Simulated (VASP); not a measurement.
# CoO (R-3m) in VASP: relaxation of cell and atoms with PBEsol

Aim: the relaxation of cell and atoms of CoO with PBEsol.

All numbers are computed with VASP 6.6.1; they aren't measurements. Logs are shortened: lines on timing, memory, paths and dates and some standing lists are left out, and cuts for length are marked.

### 1 The cell of the first run

The structure is trigonal, space group R-3m (No. 166). The conventional cell has a = 3.056 Å, b = 3.056 Å, c = 6.637 Å, α = 90.00°, β = 90.00°, γ = 120.00°. Within 2.9 Å of Co (site symmetry -3m) lie 6 O at 2.08 Å and 6 Co at 2.83 Å. Within 2.9 Å of O (site symmetry -3m) lie 6 Co at 2.08 Å and 6 O at 2.83 Å.

### 2 Relaxation of cell and atoms, PBEsol, collinear spin, ferromagnetic start

File INCAR:

```
ALGO     = Normal         # electronic algorithm
EDIFF    = 1E-7           # SCF threshold, eV
EDIFFG   = -0.005         # ionic threshold
ENCUT    = 600            # plane-wave cutoff, eV
GGA      = PS             # functional
IBRION   = 2              # ionic algorithm
ISIF     = 3              # what is computed and relaxed
ISMEAR   = 0              # smearing method
ISPIN    = 2              # spin polarisation
LASPH    = T              # aspherical terms in the spheres
LCHARG   = F              # write CHGCAR
LMAXMIX  = 4              # l up to which the mixer works
LORBIT   = 11             # projections on sites
LREAL    = F              # projectors in reciprocal space
LWAVE    = F              # write WAVECAR
MAGMOM   = 2.53 0.31      # initial moments
NELM     = 150            # most SCF steps
NSW      = 100            # ionic steps
PREC     = Accurate       # precision mode
SIGMA    = 0.1            # smearing width, eV
```

File KPOINTS:

```
k-points
0
Gamma
  18 18 18
```

File POSCAR:

```
CoO
1.0
    1.5280268310      0.8822067022      2.2121869874
   -1.5280268310      0.8822067022      2.2121869874
    0.0000000000     -1.7644134045      2.2121869874
Co O
1 1
Direct
    0.0000000000      0.0000000000      0.0000000000
    0.5000000000      0.5000000000      0.5000000000
```

Potentials or basis: VASP PAW PBE potentials, release 64 (Co, O).

The run is started by

```console
> cat potpaw_PBE.64/Co/POTCAR potpaw_PBE.64/O/POTCAR > POTCAR
> mpirun -np 1 vasp_std > vasp.out
```

OUTCAR:

```text
EDIFF = 1E-7
   EDIFFG = -0.005
   ENCUT = 600
   GGA = PS
   IBRION = 2
   ISIF = 3
   ISMEAR = 0
   ISPIN = 2
   LASPH = T
   LORBIT = 11
   LREAL = F
   NELM = 150
   NSW = 100
   PREC = Accurate

 ion  position               nearest neighbor table
   1  0.000  0.000  0.000-   2 2.08   2 2.08   2 2.08   2 2.08   2 2.08   2 2.08
   2  0.500  0.500  0.500-   1 2.08   1 2.08   1 2.08   1 2.08   1 2.08   1 2.08

  LATTYP: Found a trigonal (rhomboedric) cell.
 ALAT       =     2.8296512027
 COS(alpha) =     0.4167884112

  Lattice vectors:

 A1 = (   1.5280268310,   0.8822067022,   2.2121869874)
 A2 = (  -1.5280268310,   0.8822067022,   2.2121869874)
 A3 = (   0.0000000000,  -1.7644134045,   2.2121869874)

Analysis of symmetry for initial positions (statically):
=====================================================================
 Subroutine PRICEL returns:
 Original cell was already a primitive cell.

 Routine SETGRP: Setting up the symmetry group for a
 trigonal (rhombohedral) supercell.

 Subroutine GETGRP returns: Found 12 space group operations
 (whereof 12 operations were pure point group operations)
 out of a pool of 12 trial point group operations.

The static configuration has the point symmetry D_3d.

Analysis of symmetry for dynamics (positions and initial velocities):
=====================================================================
 Subroutine PRICEL returns:
 Original cell was already a primitive cell.

 Routine SETGRP: Setting up the symmetry group for a
 trigonal (rhombohedral) supercell.

 Subroutine GETGRP returns: Found 12 space group operations
 (whereof 12 operations were pure point group operations)
 out of a pool of 12 trial point group operations.

The dynamic configuration has the point symmetry D_3d.

Analysis of structural, dynamic, and magnetic symmetry:
=====================================================================
 Subroutine PRICEL returns:
 Original cell was already a primitive cell.

 Routine SETGRP: Setting up the symmetry group for a
 trigonal (rhombohedral) supercell.

 Subroutine GETGRP returns: Found 12 space group operations
 (whereof 12 operations were pure point group operations)
 out of a pool of 12 trial point group operations.

The overall configuration has the point symmetry D_3d.

 Subroutine INISYM returns: Found 12 space group operations
 (whereof 12 operations are pure point group operations),
 and found     1 'primitive' translations

----------------------------------------------------------------------------------------

                                     Primitive cell

  volume of cell :      17.8926

  direct lattice vectors                    reciprocal lattice vectors
     1.528026831  0.882206702  2.212186987     0.327219385  0.188920200  0.150680451
    -1.528026831  0.882206702  2.212186987    -0.327219385  0.188920200  0.150680451
     0.000000000 -1.764413404  2.212186987     0.000000000 -0.377840400  0.150680451

  length of vectors
     2.829651203  2.829651203  2.829651203     0.406777539  0.406777539  0.406777539

  position of ions in fractional coordinates (direct lattice)
     0.000000000  0.000000000  0.000000000
     0.500000000  0.500000000  0.500000000

  ion indices of the primitive-cell ions
   primitive index   ion index
                 1           1
                 2           2

----------------------------------------------------------------------------------------

 KPOINTS: k-points

Automatic generation of k-mesh.
 Grid dimensions read from file:
 generate k-points for:   18   18   18

 Generating k-lattice:

  Cartesian coordinates                     Fractional coordinates (reciprocal lattice)
     0.018178855  0.010495567  0.008371136     0.055555556  0.000000000  0.000000000
    -0.018178855  0.010495567  0.008371136     0.000000000  0.055555556  0.000000000
     0.000000000 -0.020991133  0.008371136     0.000000000  0.000000000  0.055555556

  Length of vectors
     0.022598752  0.022598752  0.022598752

  Shift w.r.t. Gamma in fractional coordinates (k-lattice)
     0.000000000  0.000000000  0.000000000

 Subroutine IBZKPT returns following result:
 ===========================================

 Found    580 irreducible k-points:

 Following reciprocal coordinates:
            Coordinates               Weight
  0.000000  0.000000  0.000000      1.000000
  0.055556  0.000000 -0.000000      6.000000
  0.111111  0.000000 -0.000000      6.000000
  0.166667  0.000000 -0.000000      6.000000
  0.222222 -0.000000  0.000000      6.000000
  0.277778  0.000000  0.000000      6.000000
[... 16 lines left out ...]
 -0.277778  0.055556 -0.000000     12.000000
 -0.222222  0.055556  0.000000     12.000000
 [... further k-points ...]
   k-points           NKPTS =    580   k-points in BZ     NKDIM =    580   number of bands    NBANDS=     12
   number of dos      NEDOS =    301   number of ions     NIONS =      2
   total plane-waves  NPLWV =  13824
   dimension x,y,z NGX =    24 NGY =   24 NGZ =   24
   dimension x,y,z NGXF=    48 NGYF=   48 NGZF=   48
   ions per type =               1   1
   NGX,Y,Z   is equivalent  to a cutoff of  14.10, 14.10, 14.10 a.u.
   NGXF,Y,Z  is equivalent  to a cutoff of  28.20, 28.20, 28.20 a.u.
 SYSTEM =  unknown system
   PREC   = accura    normal or accurate (medium, high low for compatibility)
   ISTART =      0    job   : 0-new  1-cont  2-samecut
   ICHARG =      2    charge: 1-file 2-atom 10-const
   ISPIN  =      2    spin polarized calculation?
   LNONCOLLINEAR =      F non collinear calculations
   LSORBIT =      F    spin-orbit coupling
   LASPH  =      T    aspherical Exc in radial PAW
   ENCUT  =  600.0 eV  44.10 Ry    6.64 a.u.   5.65  5.65  5.65*2*pi/ulx,y,z
   NELM   =    150;   NELMIN=  2; NELMDL= -5     # of ELM steps
   EDIFF  = 0.1E-06   stopping-criterion for ELM
   LREAL  =      F    real-space projection
   EDIFFG = -.5E-02   stopping-criterion for IOM
   NSW    =    100    number of steps for IOM
   IBRION =      2    ionic relax: 0-MD 1-quasi-New 2-CG
   NFREE  =      1    steps in history (QN), initial steepest desc. (CG)
   ISIF   =      3    stress and relaxation
   ISYM   =      2    0-nonsym 1-usesym 2-fastsym
   POTIM  = 0.5000    time-step for ionic-motion
   TEBEG  =    0.0;   TEEND  =   0.0 temperature during run
   PSTRESS=    0.0 pullay stress
   NELECT =      15.0000    total number of electrons
   NUPDOWN=      -1.0000    fix difference up-down
   EMIN   =  10.00;   EMAX   =-10.00  energy-range for DOS
   EFERMI =   0.00;   METHOD = LEGACY
   ISMEAR =     0;   SIGMA  =   0.10  broadening in eV -4-tet -1-fermi 0-gaus
   EFERMI_NEDOS =   21; number of points for ismear=-14 and -15
   IALGO  =     38    algorithm
   IMIX   =      4    mixing-type and parameters
     AMIX     =   0.40;   BMIX     =  1.00
     AMIX_MAG =   1.60;   BMIX_MAG =  1.00
  volume/ion in A,a.u.               =       8.95        60.37
  Fermi-wavevector in a.u.,A,eV,Ry     =   1.543644  2.917064 32.420457  2.382836
  Thomas-Fermi vector in A             =   2.649277
   LORBIT       =     11    0 simple, 1 ext, 2 COOP (PROOUT), +10 PAW based schemes
   GGA     = PS    functional components
   LHFCALC =     F    Hartree Fock is set to
   AEXX    =    0.0000 exact exchange contribution
   IVDW    =     0    specifies the selected vdW correction
   LEPSILON=     F    determine dielectric tensor
   LRPA    =     F    only Hartree local field effects (RPA)
 conjugate gradient relaxation of ions
 spin polarized calculation
 Gauss-broadening in eV      SIGMA  =   0.10
  energy-cutoff  :      600.00
  volume of cell :       17.89
 maximum number of plane-waves:       608
   NGX = 11   NGY = 11   NGZ = 11

--------------------------------------- Ionic step        1  -------------------------------------------

 number of electron      15.0000002 magnetization       2.6708493

 Free energy of the ion-electron system (eV)
  ---------------------------------------------------
  ext. energy  EPLUGINS =         0.00000000
  ---------------------------------------------------
  free energy    TOTEN  =       -14.01518389 eV

  energy without entropy =      -13.99909343  energy(sigma->0) =      -14.00713866

------------------------ aborting loop because EDIFF is reached ----------------------------------------

  FORCE on cell =-STRESS in cart. coord.  units (eV):
  Direction    XX          YY          ZZ          XY          YZ          ZX
  --------------------------------------------------------------------------------------
  -------------------------------------------------------------------------------------
  Total       -0.1183353     -0.1183353     -0.0649264      0.0000000      0.0000000     -0.0000000
  in kB      -10.5962120    -10.5962120     -5.8137621      0.0000000      0.0000000     -0.0000000
  external PRESSURE =      -9.0020620 kB  Pullay stress =       0.0000000 kB
[... 165 lines left out ...]
  energy  without entropy=      -13.9993236753  energy(sigma->0) =      -14.00739066

--------------------------------------- Ionic step        6  -------------------------------------------

 number of electron      15.0000001 magnetization       2.6492115

 Free energy of the ion-electron system (eV)
  ---------------------------------------------------
  ext. energy  EPLUGINS =         0.00000000
  ---------------------------------------------------
  free energy    TOTEN  =       -14.01547372 eV

  energy without entropy =      -13.99929227  energy(sigma->0) =      -14.00738299

 E-fermi :   8.9378     XC(G=0): -13.1477

 val. band max:        8.9377068048   @ k =  -0.2778  -0.3333   0.1667
 cond. band min:       8.9405697846   @ k =  -0.0556   0.5000   0.0556
 fundamental gap:      0.0028629798
 Fermi energy:         8.9377726740

 spin component 1

 k-point     1 :       0.0000    0.0000    0.0000
  band No.  band energies     occupation
      1     -11.9974      1.00000
      2       5.2095      1.00000
      3       5.2095      1.00000
      4       5.4940      1.00000
      5       5.4940      1.00000
      6       5.8266      1.00000
      7       5.8266      1.00000
      8       5.8924      1.00000
      9       6.1516      1.00000
     10      10.3008      0.00000
     11      25.7085      0.00000
     12      26.5584      0.00000
[... 331 lines left out ...]
 k-point    24 :      -0.2222    0.0556    0.0000
  band No.  band energies     occupation
      1     -11.3879      1.00000
      2       2.1062      1.00000
      3       3.2756      1.00000
      4       3.7537      1.00000
      5       6.0479      1.00000
      6       6.3224      1.00000
      7       6.5685      1.00000
      8       7.6460      1.00000
      9       8.2505      1.00000
     10      12.9440      0.00000
     11      20.7404      0.00000
     12      24.3645      0.00000

 [... further k-points ...]

 spin component 2

 k-point     1 :       0.0000    0.0000    0.0000
  band No.  band energies     occupation
      1     -11.5501      1.00000
      2       5.6954      1.00000
      3       5.6954      1.00000
      4       6.4565      1.00000
      5       7.3988      1.00000
      6       7.3988      1.00000
      7       7.9363      1.00000
      8       8.6980      0.99965
      9       8.6980      0.99965
     10      10.8581      0.00000
     11      25.7096      0.00000
     12      27.1232      0.00000
[... 374 lines left out ...]
  FREE ENERGIE OF THE ION-ELECTRON SYSTEM (eV)
  ---------------------------------------------------
  free  energy   TOTEN  =       -14.0154737183 eV

  energy  without entropy=      -13.9992922702  energy(sigma->0) =      -14.00738299

 reached required accuracy - stopping structural energy minimisation

 total charge

# of ion       s       p       d       tot
------------------------------------------
    1        0.321   0.415   7.220   7.957
    2        1.550   3.426   0.000   4.976
--------------------------------------------------
tot          1.871   3.841   7.220  12.933

 magnetization (x)

# of ion       s       p       d       tot
------------------------------------------
    1        0.019   0.019   2.311   2.350
    2        0.030   0.225   0.000   0.256
--------------------------------------------------
tot          0.050   0.244   2.311   2.605
```

Wall time 33 min (1 thread of Oxide Virtual Turin-like, shared host); peak memory 0.35 GiB.

Results:

| Quantity | Value |
| --- | --- |
| Free energy | -14.0155 eV |
| Relaxed volume | 8.91 Å³/atom |
| Relaxed cell | a = 2.828 Å, b = 2.828 Å, c = 2.828 Å, α = 65.23°, β = 65.23°, γ = 65.23° |
| Space group after relaxing (to 0.1 Å) | R-3m (No. 166) |
| Energy gained by relaxing | 0.1 meV/atom |
| Ionic steps | 6 |
| Pressure after relaxing | 0.0 GPa |
| Net moment | 2.65 μB per cell |
| Site moments | Co +2.35; O +0.26 μB |
| Valence electrons inside the program's atomic spheres | Co 7.96; O 4.98 |

The path:
```csv
step,energy change (eV),largest force (eV/Å),pressure (GPa),volume (Å³)
1,0.0000,0.0000,-0.90,17.89
2,-0.0002,0.0000,0.43,17.76
3,-0.0003,0.0000,0.04,17.80
4,-0.0003,0.0000,0.02,17.80
5,-0.0003,0.0000,0.01,17.81
6,-0.0003,0.0000,0.01,17.81
```

Final structure:
```
Co O
1.0
     1.52410    0.87994    2.21352
    -1.52410    0.87994    2.21352
     0.00000   -1.75987    2.21352
Co O
1 1
Direct
  0.00000 0.00000 0.00000
  0.50000 0.50000 0.50000
```

Levels at points of the mesh, in eV from the Fermi level:
Spin up:
```tsv
k point	band 6	band 7	band 8	band 9	band 10	band 11	band 12
(0.00, 0.00, 0.00)	-3.11	-3.11	-3.05	-2.79	1.36	16.77	17.62
(0.50, 0.00, 0.00)	-2.28	-1.63	0.17	0.40	5.29	9.54	13.66
(0.50, 0.50, 0.00)	-2.83	-2.19	-1.95	-1.92	6.31	10.04	12.17
(0.50, 0.50, 0.50)	-2.12	-1.38	0.49	0.49	4.45	11.49	12.19
```
Spin down:
| k point | band 4 | band 5 | band 6 | band 7 | band 8 | band 9 |
| --- | --- | --- | --- | --- | --- | --- |
| (0.00, 0.00, 0.00) | -2.48 | -1.54 | -1.54 | -1.00 | -0.24 | -0.24 |
| (0.50, 0.00, 0.00) | -4.67 | -0.49 | -0.38 | 0.42 | 2.48 | 2.73 |
| (0.50, 0.50, 0.00) | -3.84 | -2.64 | 0.03 | 0.07 | 0.39 | 0.82 |
| (0.50, 0.50, 0.50) | -5.84 | 0.05 | 0.05 | 0.39 | 2.86 | 2.86 |

Caveat: the PAW data sets were made with another functional, which shifts forces and pressure a little; a cell with one magnetic atom can't hold antiferromagnetic order, which such compounds often take; semilocal functionals often make such compounds metallic where correlation or magnetic order opens a gap, which also shifts bond lengths. With open d or f shells a metallic result of PBEsol can be an artefact of self-interaction; +U or a hybrid may open a gap.
